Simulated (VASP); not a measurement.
# BeB2 (P6/mmm) in VASP: a series of runs

Runs on BeB2. Level: LDA. Tasks: single point.

All numbers are computed with VASP 6.6.1; they aren't measurements. Logs are shortened: lines on timing, memory, paths and dates and some standing lists are left out, and cuts for length are marked.

## Step 1: The cell of the first run

The structure is hexagonal, space group P6/mmm (No. 191). The conventional cell has a = 2.796 Å, b = 2.796 Å, c = 2.573 Å, α = 90.00°, β = 90.00°, γ = 120.00°. Within 2.7 Å of Be (site symmetry 6/mmm) lie 12 B at 2.06 Å and 2 Be at 2.57 Å. Within 2.1 Å of B (site symmetry -6m2) lie 3 B at 1.61 Å and 6 Be at 2.06 Å.

## Step 2: Single point, LDA

INCAR reads:

```
PREC = Accurate ; ENCUT = 520
EDIFF = 1E-7 ; ISMEAR = -1
SIGMA = 0.15 ; LREAL = False
LASPH = True ; NELM = 60
ALGO = Normal ; ISIF = 2
LWAVE = False ; LCHARG = False
NBANDS = 11
```

KPOINTS reads:

```
Automatic mesh
0
Gamma
  9 9 8
  0 0 0.5
```

POSCAR reads:

```
BeB2
1.0
    2.7959252011     -0.0000000028      0.0000000000
   -1.3979625982      2.4213422526      0.0000000000
    0.0000000000      0.0000000000      2.5729305886
Be B
1 2
Direct
    0.0000000000      0.0000000000      0.0000000000
    0.3333333333      0.6666666667      0.5000000000
    0.6666666667      0.3333333333      0.5000000000
```

Potentials or basis: VASP PAW LDA potentials, release 64 (Be, B).

On the command line:

```console
$ cat potpaw_LDA.64/Be/POTCAR potpaw_LDA.64/B/POTCAR > POTCAR
$ mpirun -np 1 vasp_std > vasp.out
```

OUTCAR:

```text
PREC = Accurate
   ENCUT = 520
   EDIFF = 1E-7
   ISMEAR = -1
   LREAL = False
   LASPH = True
   NELM = 60
   ISIF = 2

 ion  position               nearest neighbor table
   1  0.000  0.000  0.000-   2 2.06   3 2.06   2 2.06   3 2.06   3 2.06   3 2.06   2 2.06   2 2.06
                             3 2.06   3 2.06   2 2.06   2 2.06
   2  0.333  0.667  0.500-   3 1.61   3 1.61   3 1.61   1 2.06   1 2.06   1 2.06   1 2.06   1 2.06
                             1 2.06
   3  0.667  0.333  0.500-   2 1.61   2 1.61   2 1.61   1 2.06   1 2.06   1 2.06   1 2.06   1 2.06
                             1 2.06

  LATTYP: Found a hexagonal cell.
 ALAT       =     2.7959252011
 C/A-ratio  =     0.9202429978

  Lattice vectors:

 A1 = (   2.7959252011,  -0.0000000028,   0.0000000000)
 A2 = (  -1.3979625982,   2.4213422526,   0.0000000000)
 A3 = (   0.0000000000,   0.0000000000,   2.5729305886)

Analysis of symmetry for initial positions (statically):
=====================================================================
 Subroutine PRICEL returns:
 Original cell was already a primitive cell.

 Routine SETGRP: Setting up the symmetry group for a
 hexagonal supercell.

 Subroutine GETGRP returns: Found 24 space group operations
 (whereof 24 operations were pure point group operations)
 out of a pool of 24 trial point group operations.

The static configuration has the point symmetry D_6h.

Analysis of symmetry for dynamics (positions and initial velocities):
=====================================================================
 Subroutine PRICEL returns:
 Original cell was already a primitive cell.

 Routine SETGRP: Setting up the symmetry group for a
 hexagonal supercell.

 Subroutine GETGRP returns: Found 24 space group operations
 (whereof 24 operations were pure point group operations)
 out of a pool of 24 trial point group operations.

The dynamic configuration has the point symmetry D_6h.

 Subroutine INISYM returns: Found 24 space group operations
 (whereof 24 operations are pure point group operations),
 and found     1 'primitive' translations

----------------------------------------------------------------------------------------

                                     Primitive cell

  volume of cell :      17.4185

  direct lattice vectors                    reciprocal lattice vectors
     2.795925201 -0.000000003  0.000000000     0.357663360  0.206497036  0.000000000
    -1.397962598  2.421342253  0.000000000     0.000000000  0.412994074  0.000000000
     0.000000000  0.000000000  2.572930589     0.000000000  0.000000000  0.388661865

  length of vectors
     2.795925201  2.795925201  2.572930589     0.412994074  0.412994074  0.388661865

  position of ions in fractional coordinates (direct lattice)
     0.000000000  0.000000000  0.000000000
     0.333333333  0.666666667  0.500000000
     0.666666667  0.333333333  0.500000000

  ion indices of the primitive-cell ions
   primitive index   ion index
                 1           1
                 2           2
                 3           3

----------------------------------------------------------------------------------------

 KPOINTS: Automatic mesh

Automatic generation of k-mesh.
 Grid dimensions read from file:
 generate k-points for:    9    9    8

 Generating k-lattice:

  Cartesian coordinates                     Fractional coordinates (reciprocal lattice)
     0.039740373  0.022944115  0.000000000     0.111111111  0.000000000  0.000000000
     0.000000000  0.045888230  0.000000000     0.000000000  0.111111111  0.000000000
     0.000000000  0.000000000  0.048582733     0.000000000  0.000000000  0.125000000

  Length of vectors
     0.045888230  0.045888230  0.048582733

  Shift w.r.t. Gamma in fractional coordinates (k-lattice)
     0.000000000  0.000000000  0.500000000

 Subroutine IBZKPT returns following result:
 ===========================================

 Found     48 irreducible k-points:

 Following reciprocal coordinates:
            Coordinates               Weight
  0.000000  0.000000  0.062500      2.000000
  0.111111  0.000000  0.062500     12.000000
  0.222222  0.000000  0.062500     12.000000
  0.333333  0.000000  0.062500     12.000000
  0.444444  0.000000  0.062500     12.000000
  0.111111  0.111111  0.062500     12.000000
[... 16 lines left out ...]
  0.333333  0.222222  0.187500     24.000000
  0.333333  0.333333  0.187500      4.000000
 [... further k-points ...]
   k-points           NKPTS =     48   k-points in BZ     NKDIM =     48   number of bands    NBANDS=     11
   number of dos      NEDOS =    301   number of ions     NIONS =      3
   total plane-waves  NPLWV =  11520
   dimension x,y,z NGX =    24 NGY =   24 NGZ =   20
   dimension x,y,z NGXF=    48 NGYF=   48 NGZF=   40
   ions per type =               1   2
   NGX,Y,Z   is equivalent  to a cutoff of  14.27, 14.27, 12.92 a.u.
   NGXF,Y,Z  is equivalent  to a cutoff of  28.54, 28.54, 25.85 a.u.
 SYSTEM =  unknown system
   PREC   = accura    normal or accurate (medium, high low for compatibility)
   ISTART =      0    job   : 0-new  1-cont  2-samecut
   ICHARG =      2    charge: 1-file 2-atom 10-const
   ISPIN  =      1    spin polarized calculation?
   LNONCOLLINEAR =      F non collinear calculations
   LSORBIT =      F    spin-orbit coupling
   LASPH  =      T    aspherical Exc in radial PAW
   ENCUT  =  520.0 eV  38.22 Ry    6.18 a.u.   5.20  5.20  4.78*2*pi/ulx,y,z
   NELM   =     60;   NELMIN=  2; NELMDL= -5     # of ELM steps
   EDIFF  = 0.1E-06   stopping-criterion for ELM
   LREAL  =      F    real-space projection
   EDIFFG = 0.1E-05   stopping-criterion for IOM
   NSW    =      0    number of steps for IOM
   IBRION =     -1    ionic relax: 0-MD 1-quasi-New 2-CG
   NFREE  =      0    steps in history (QN), initial steepest desc. (CG)
   ISIF   =      2    stress and relaxation
   ISYM   =      2    0-nonsym 1-usesym 2-fastsym
   POTIM  = 0.5000    time-step for ionic-motion
   TEBEG  =    0.0;   TEEND  =   0.0 temperature during run
   PSTRESS=    0.0 pullay stress
   NELECT =       8.0000    total number of electrons
   NUPDOWN=      -1.0000    fix difference up-down
   EMIN   =  10.00;   EMAX   =-10.00  energy-range for DOS
   EFERMI =   0.00;   METHOD = LEGACY
   ISMEAR =    -1;   SIGMA  =   0.15  broadening in eV -4-tet -1-fermi 0-gaus
   EFERMI_NEDOS =   21; number of points for ismear=-14 and -15
   IALGO  =     38    algorithm
   IMIX   =      4    mixing-type and parameters
     AMIX     =   0.40;   BMIX     =  1.00
     AMIX_MAG =   1.60;   BMIX_MAG =  1.00
  volume/ion in A,a.u.               =       5.81        39.18
  Fermi-wavevector in a.u.,A,eV,Ry     =   1.263092  2.386897 21.706745  1.595401
  Thomas-Fermi vector in A             =   2.396466
   LORBIT       =      0    0 simple, 1 ext, 2 COOP (PROOUT), +10 PAW based schemes
   GGA     = CA    functional components
   LHFCALC =     F    Hartree Fock is set to
   AEXX    =    0.0000 exact exchange contribution
   IVDW    =     0    specifies the selected vdW correction
   LEPSILON=     F    determine dielectric tensor
   LRPA    =     F    only Hartree local field effects (RPA)
 non-spin polarized calculation
  energy-cutoff  :      520.00
  volume of cell :       17.42
 maximum number of plane-waves:       483
 NGX is ok and might be reduce to    24
   NGX = 11   NGY = 11   NGZ =  9

 number of electron       8.0000000 magnetization

 Free energy of the ion-electron system (eV)
  ---------------------------------------------------
  ext. energy  EPLUGINS =         0.00000000
  ---------------------------------------------------
  free energy    TOTEN  =       -18.43390099 eV

  energy without entropy =      -18.39994499  energy(sigma->0) =      -18.41692299

 E-fermi :   9.2101     XC(G=0): -12.4413

 val. band max:        9.0921009830   @ k =   0.2222   0.1111   0.0625
 cond. band min:       9.2111663290   @ k =   0.3333   0.0000   0.4375
 fundamental gap:      0.1190653460
 Fermi energy:         9.2100967656

 k-point     1 :       0.0000    0.0000    0.0625
  band No.  band energies     occupation
      1      -6.8878      2.00000
      2       7.0860      2.00000
      3       8.4920      1.98347
      4       8.4920      1.98347
      5      12.1852      0.00000
      6      12.1852      0.00000
      7      17.6402      0.00000
      8      19.5373      0.00000
      9      23.5240      0.00000
     10      23.6191      0.00000
     11      27.0008      0.00000

 k-point     2 :       0.1111    0.0000    0.0625
  band No.  band energies     occupation
      1      -6.6599      2.00000
      2       6.8345      2.00000
      3       7.4066      1.99999
      4       7.4222      1.99999
      5      12.7945      0.00000
      6      13.7503      0.00000
      7      18.2537      0.00000
      8      19.8078      0.00000
      9      22.9510      0.00000
     10      23.8635      0.00000
     11      26.0667      0.00000

 k-point     3 :       0.2222    0.0000    0.0625
  band No.  band energies     occupation
      1      -5.9763      2.00000
      2       4.0567      2.00000
      3       5.9188      2.00000
      4       8.2242      1.99721
      5      13.2286      0.00000
      6      16.6557      0.00000
      7      19.0265      0.00000
      8      19.6117      0.00000
      9      22.0452      0.00000
     10      23.6399      0.00000
     11      25.9580      0.00000
[... 267 lines left out ...]
 k-point    23 :       0.3333    0.2222    0.1875
  band No.  band energies     occupation
      1      -2.1015      2.00000
      2      -0.0644      2.00000
      3       1.8227      2.00000
      4       9.3217      0.64419
      5      11.7825      0.00000
      6      16.0919      0.00000
      7      18.1749      0.00000
      8      21.4727      0.00000
      9      23.1950      0.00000
     10      23.7453      0.00000
     11      25.1723      0.00000

 k-point    24 :       0.3333    0.3333    0.1875
  band No.  band energies     occupation
      1      -0.5278      2.00000
      2      -0.5278      2.00000
      3       0.1607      2.00000
      4      10.7129      0.00009
      5      10.7129      0.00009
      6      15.2530      0.00000
      7      20.1438      0.00000
      8      22.3600      0.00000
      9      22.3600      0.00000
     10      23.6671      0.00000
     11      23.6671      0.00000

 [... further k-points ...]
[... 5 lines left out ...]
  --------------------------------------------------------------------------------------
  -------------------------------------------------------------------------------------
  Total        4.4233323      4.4233323      4.3810411     -0.0000000     -0.0000000     -0.0000000
  in kB      406.8650124    406.8650124    402.9750062     -0.0000000     -0.0000000     -0.0000000
  external PRESSURE =     405.5683437 kB  Pullay stress =       0.0000000 kB

 VOLUME and BASIS-vectors are now :
 -----------------------------------------------------------------------------
  energy-cutoff  :      520.00
  volume of cell :       17.42
      direct lattice vectors                 reciprocal lattice vectors
     2.795925201 -0.000000003  0.000000000     0.357663360  0.206497036  0.000000000
    -1.397962598  2.421342253  0.000000000     0.000000000  0.412994074  0.000000000
     0.000000000  0.000000000  2.572930589     0.000000000  0.000000000  0.388661865

 POSITION                                       TOTAL-FORCE (eV/Angst)
 -----------------------------------------------------------------------------------
      0.00000      0.00000      0.00000         0.000000      0.000000      0.000000
      0.00000      1.61423      1.28647        -0.000000     -0.000000      0.000000
      1.39796      0.80711      1.28647         0.000000      0.000000      0.000000
 -----------------------------------------------------------------------------------
    total drift:                                0.000000     -0.000000     -0.000000

  FREE ENERGIE OF THE ION-ELECTRON SYSTEM (eV)
  ---------------------------------------------------
  free  energy   TOTEN  =       -18.4339009893 eV

  energy  without entropy=      -18.3999449890  energy(sigma->0) =      -18.41692299
```

It took 7.2 s on 1 thread of Intel Xeon Platinum 8375C at 2.90GHz (Ice Lake), shared host; peak memory 0.12 GiB.

Results:

| Property | Result |
| --- | --- |
| Free energy | -18.4339 eV |
| Pressure | 40.6 GPa |
| Band gap on the k mesh | zero (band 4 reaches 13.81 eV, above the bottom of band 5 at 4.90 eV) |

Stress tensor (GPa, compression positive):
```
40.69  0.00  0.00
 0.00 40.69  0.00
 0.00  0.00 40.30
```

Levels at points of the mesh, in eV from the Fermi level:
| k point | band 2 | band 3 | band 4 | band 5 | band 6 | band 7 |
| --- | --- | --- | --- | --- | --- | --- |
| (0.00, 0.00, 0.06) | -2.12 | -0.72 | -0.72 | 2.98 | 2.98 | 8.43 |

(Continued in part 2 of 2.)
